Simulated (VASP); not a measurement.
## KBr: single point with PBE

The system is KBr.

```
K Br
1.0
     0.00191    3.35147    3.35199
     3.35314    0.00005    3.35389
     3.35406    3.35427   -0.00089
K Br
1 1
Direct
  0.00011 0.00034 0.99983
  0.49989 0.49966 0.50017
```

```yaml
Program: VASP 6.6.1
Task: single point
Functional: PBE
Potentials_or_basis: VASP PAW PBE potentials, release 64 (K_sv, Br)
Cutoff: 520 eV
k_mesh: 6 × 6 × 6
Occupations: gaussian, width 0.05 eV
Spin: no spin polarisation
```

| Property | Result |
| --- | --- |
| Pressure | 0.0 GPa |
| Largest force | 0.003 eV/Å |
| Band gap on the k mesh | 4.31 eV |

Forces in eV/Å, atoms in the order of the input:
```
K   -0.001  0.000 -0.003
Br   0.001  0.000  0.003
```

Levels at points of the mesh, in eV from the valence-band top:
```
           k point  band 4  band 5  band 6  band 7  band 8  band 9  band 10  band 11  band 12  band 13
(0.00, 0.00, 0.00)  -11.36  -11.36    0.00    0.00    0.00    4.31     7.58     7.59     7.59     8.38
(0.50, 0.00, 0.00)  -11.37  -11.13   -1.09   -0.30   -0.30    6.49     8.05     9.63     9.63     9.92
(0.00, 0.50, 0.00)  -11.37  -11.13   -1.09   -0.30   -0.30    6.49     8.05     9.63     9.63     9.92
(0.50, 0.50, 0.00)  -11.39  -11.39   -0.77   -0.27   -0.27    5.91     7.02     9.24     9.28     9.50
(0.00, 0.00, 0.50)  -11.37  -11.13   -1.09   -0.30   -0.30    6.49     8.05     9.63     9.63     9.92
(0.50, 0.00, 0.50)  -11.39  -11.39   -0.76   -0.27   -0.27    5.91     7.02     9.25     9.28     9.50
(0.00, 0.50, 0.50)  -11.39  -11.39   -0.76   -0.27   -0.27    5.91     7.02     9.25     9.28     9.50
(0.50, 0.50, 0.50)  -11.37  -11.13   -1.09   -0.30   -0.30    6.49     8.05     9.63     9.63     9.92
```

Run time: 2.5 min on 1 thread of Oxide Virtual Turin-like Processor (shared host), peak memory 0.26 GiB.
